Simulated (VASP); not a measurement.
Here is a VASP 6.6.1 calculation.

The input INCAR:

```
PREC     = Accurate       # precision mode
ENCUT    = 520            # plane-wave cutoff, eV
EDIFF    = 1E-7           # SCF threshold, eV
ISMEAR   = 0              # smearing method
SIGMA    = 0.05           # smearing width, eV
LREAL    = False          # projectors in reciprocal space
LASPH    = True           # aspherical terms in the spheres
NELM     = 80             # most SCF steps
ALGO     = Normal         # electronic algorithm
ISIF     = 2              # what is computed and relaxed
LWAVE    = False          # write WAVECAR
LCHARG   = False          # write CHGCAR
GGA      = PE             # functional
NBANDS   = 14             # bands
```

The input KPOINTS:

```
Automatic mesh
0
Gamma
  8 8 8
```

The input POSCAR:

```
NaF
1.0
    0.0000000000      2.3233000000      2.3233000000
    2.3233000000      0.0000000000      2.3233000000
    2.3233000000      2.3233000000      0.0000000000
Na F
1 1
Direct
    0.0000000000      0.0000000000      0.0000000000
    0.4784788878      0.4784788878      0.5215211122
```

Potentials or basis: VASP PAW PBE potentials, release 64 (Na_pv, F).

Launch:

```sh
$ cat potpaw_PBE.64/Na_pv/POTCAR potpaw_PBE.64/F/POTCAR > POTCAR
$ mpirun -np 1 vasp_std > vasp.out
```

Problem. Predict the pressure.

Solution. 1.9 GPa.

Problem. Estimate the band gap on the k mesh.

Solution. 6.26 eV, direct.

Problem. What does it give for the largest force?

Solution. 0.248 eV/Å.

Forces on the atoms (eV/Å):
```
Na   0.000  0.000 -0.248
F    0.000  0.000  0.248
```

Caveat: the cell differs from its parent crystal (all F atoms moved -0.100 Å, as atom 2 along Cartesian [0 0 1]).
